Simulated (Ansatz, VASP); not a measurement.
## Rh: VASP beside Ansatz

INCAR

```
ALGO = Normal
EDIFF = 1E-8
ENCUT = 520
GGA = PE
ISIF = 2
ISMEAR = -1
LASPH = True
LCHARG = False
LEFG = True
LREAL = False
LWAVE = False
NBANDS = 22
NELM = 60
PREC = Accurate
SIGMA = 0.05
```

KPOINTS

```
k-points
0
Gamma
  10 10 10
```

POSCAR

```
Rh
1.0
    0.0000000000      2.5993341490      2.5993341490
    2.5993341490      0.0000000000      2.5993341490
    2.5993341490      2.5993341490      0.0000000000
Rh
2
Direct
   -0.2825000000     -0.0725000000     -0.0725000000
    0.2825000000      0.0725000000      0.0725000000
```

Input for Ansatz:

```yaml
crystal:
  lattice:
    - [0.0, 2.599334149, 2.599334149]
    - [2.599334149, 0.0, 2.599334149]
    - [2.599334149, 2.599334149, 0.0]
  atoms:
    - { symbol: Rh, position: [-0.2825, -0.0725, -0.0725] }
    - { symbol: Rh, position: [0.2825, 0.0725, 0.0725] }
kpoints:
  mp_grid: { grid: [10, 10, 10] }
scf:
  occupations: { method: fermi_dirac, width: 0.05 }
hamiltonian:
  xc: pbe
  pseudopotentials: { kind: paw }
output:
  forces: true
  stress: true
  eigenvalues: true
  efg: { contact_densities: true }
  populations: true
```

Change from the starting cell: shortest bond scaled by 0.58, PAW files.

Alike in both runs: task electric field gradients; functional PBE; k mesh 10 × 10 × 10; occupations fermi-dirac, width 0.05 eV; no spin polarisation.

|  | VASP | Ansatz |
| --- | --- | --- |
| version | VASP 6.6.1 | Ansatz 0.2.0 |
| potentials or method | VASP PAW PBE potentials, release 64 (Rh_pv) | PAW with Ansatz's default frozen-core files, scalar-relativistic |
| plane-wave cutoff (eV) | 520 | 420 |
| valence electrons in the cell | 30 | 34 |

VASP gave:

| Quantity | Value |
| --- | --- |
| pressure (GPa) | 397.8 |
| traceless stress, the component that is largest in VASP (GPa) | -402.63 |
| rms of the force components (eV/Å) | 117.594 |
| size of Vzz on the site where it differs most (V/Å²) | 698.5 |

Problem. Which values does Ansatz return?

Solution. Pressure (GPa): 492.8; traceless stress, the component that is largest in VASP (GPa): -482.49; rms of the force components (eV/Å): 140.116; size of Vzz on the site where it differs most (V/Å²): 395.3.

Atom by atom the forces differ by 22.522 eV/Å (rms over components). The pressures are high and differ by over a tenth, so treat them with care. One of these differences is far larger than is usual between the two programs; its cause wasn't traced. The functional is the same, so the differences come from potentials, cutoffs and numerics. VASP's potentials hold 30 valence electrons a cell and Ansatz's 34, so a difference there can come from the potentials and not from the codes.

Noted on VASP's run: the cell as given lies far from equilibrium.
